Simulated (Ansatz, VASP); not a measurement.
**Two plane-wave programs on Ni3Ge**

```
Ni Ge
1.0
     3.60190    0.00000    0.00000
     0.00000    3.60190    0.00000
     0.00000    0.00000    3.60190
Ni Ge
3 1
Direct
  0.50000 0.00000 0.50000
  0.00000 0.50000 0.50000
  0.50000 0.50000 0.00000
  0.00000 0.00000 0.00000
```

Alike in both runs: task single point; functional r2SCAN; k mesh 12 × 12 × 12; occupations gaussian, width 0.1 eV; no spin polarisation.

|  | VASP | Ansatz |
| --- | --- | --- |
| version | VASP 6.6.1 | Ansatz 0.2.0 |
| potentials or method | VASP PAW PBE potentials, release 64 (Ni, Ge_d), cutoff 520 eV | scalar-relativistic, plane waves, PAW |
| valence electrons in the cell | 44 | 68 |

|  | VASP | Ansatz | Ansatz less VASP |
| --- | --- | --- | --- |
| gap on the k mesh at the Fermi level (eV) | none | none | - |
| pressure (GPa) | -10.6 | -10.9 | -0.25 |

VASP's potentials were made for PBE, not for r2SCAN. A gap of «none» marks a metal or a gap that the smearing closes. VASP's potentials hold 44 valence electrons a cell and Ansatz's 68, so a difference there can come from the potentials and not from the codes.
